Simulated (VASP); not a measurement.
Runs of VASP 6.6.1 on Ir. The structure is that of space group Fm-3m (No. 225), or close to it. The cells are those of the table. 

```csv
task,level,potentials or basis,U,cell,k mesh,cutoff (eV),smearing,second run,gap on the mesh (eV),pressure (GPa)
single point,PBEsol+U,"VASP PAW PBE potentials, release 64 (Ir)",Ir d U = 4.0 eV,"a = 2.708 Å, angles 90.0, 60.0, 120.0°, 1 atom",15 × 15 × 15,500,gaussian 0.1 eV,-,none,-16.0
single point,PBEsol,"VASP PAW PBE potentials, release 64 (Ir_sv_GW)",-,"a = 2.708 Å, angles 90.0, 60.0, 120.0°, 1 atom",15 × 15 × 15,500,gaussian 0.1 eV,valence_matched,none,(b)
single point,PBEsol,"VASP PAW PBE potentials, release 64 (Ir_sv_GW)",-,"a = 2.710 Å, angles 60.0°, 1 atom",20 × 20 × 20,500,fermi-dirac 0.15 eV,valence_matched,none,-3.3
single point,PBEsol,"VASP PAW PBE potentials, release 64 (Ir)",-,"a = 2.692 Å, angles 60.0°, 1 atom",20 × 20 × 20,520,fermi-dirac 0.15 eV,-,none,9.0
single point,PBEsol,"VASP PAW PBE potentials, release 64 (Ir)",-,"a = 2.708 Å, angles 60.0°, 1 atom",18 × 18 × 18,520,gaussian 0.1 eV,-,none,(a)
relaxation of cell and atoms,PBEsol,"VASP PAW PBE potentials, release 64 (Ir)",-,"relaxed from a = 2.708 Å, angles 60.0°, 1 atom",20 × 20 × 20,600,fermi-dirac 0.15 eV,-,none,0.0
single point,PBEsol,"VASP PAW PBE potentials, release 64 (Ir)",-,"a = 2.821, b = 2.813, c = 2.792 Å, angles 60.5, 60.6, 59.9°, 1 atom",16 × 16 × 16,520,gaussian 0.1 eV,-,none,-32.9
single point,PBEsol,"VASP PAW PBE potentials, release 64 (Ir)",-,"a = 2.708 Å, angles 60.0°, 1 atom",16 × 16 × 16,500,gaussian 0.15 eV,-,none,1.3
single point,PBEsol,"VASP PAW PBE potentials, release 64 (Ir)",-,"a = 2.753 Å, angles 60.0°, 1 atom",18 × 18 × 18,520,gaussian 0.1 eV,-,none,-16.0
single point,PBEsol,"VASP PAW PBE potentials, release 64 (Ir)",-,"a = 2.834, b = 2.834, c = 2.814 Å, angles 60.2, 60.2, 59.5°, 1 atom",16 × 16 × 16,520,gaussian 0.1 eV,-,none,-35.2
```

Alike in all rows: no spin polarisation.

Q: Estimate the missing entries.

A: (a) 0.8; (b) -3.4.

Caveats: the PAW data sets were made with another functional, which shifts forces and pressure a little; spin-orbit coupling is left out, which moves the levels of the heavy elements; U without spin polarisation on a metal has little footing (some runs); the U is typed as a test and isn't derived for this compound (some runs).

A k mesh can miss the band edges, and the runs leave out spin-orbit coupling on Ir.

A gap of «none» marks levels without a gap at the run's occupations.

The runs don't all hold the same shells in valence.
